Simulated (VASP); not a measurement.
Write the native input for VASP 6.6.1 that does the following.

- Task: single point
- Functional: PBE
- Potentials or basis: VASP PAW PBE potentials, release 64 (Sr_sv, O)
- Cutoff: 520 eV
- k mesh: 6 × 6 × 4
- Occupations: gaussian, width 0.01 eV
- Spin: no spin polarisation
- Dipole correction: no
- Further INCAR settings: ALGO = Normal; EDIFF = 1e-06; NBANDS = 24

The structure of SrO lies in POSCAR:

```
SrO
1.0
    3.5632380093      0.0000000000      0.0000000000
   -1.7816190046      3.0858546358      0.0000000000
    0.0000000000      0.0000000000      6.2551048169
Sr O
2 2
Direct
    0.0000000000      0.0000000000      0.0000000000
    0.0000000000      0.0000000000      0.5000000000
    0.3333333333      0.6666666667      0.2500000000
    0.6666666667      0.3333333333      0.7500000000
```

The input as run:

INCAR

```
SYSTEM = SrO
PREC = Accurate
ENCUT = 520
EDIFF = 1E-6
ISMEAR = 0
SIGMA = 0.01
LREAL = .False.
LASPH = .True.
NELM = 100
ALGO = Normal
ISIF = 2
LWAVE = .False.
LCHARG = .True.
GGA = PE
LELF = .True.
LVHAR = .True.
NBANDS = 24
```

KPOINTS

```
Automatic mesh
0
Gamma
  6 6 4
  0 0 0
```

Potentials or basis: VASP PAW PBE potentials, release 64 (Sr_sv, O).

Launch:

```console
$ cat potpaw_PBE.64/Sr_sv/POTCAR potpaw_PBE.64/O/POTCAR > POTCAR
$ mpirun -np 1 vasp_std > vasp.out
```

It gave:

| Property | Result |
| --- | --- |
| Pressure | 2.6 GPa |
| Band gap on the k mesh | 3.40 eV |

Run time: 19 s on 1 thread of Intel(R) Xeon(R) 6975P-C (Granite Rapids), with other jobs on the host, peak memory 0.19 GiB.
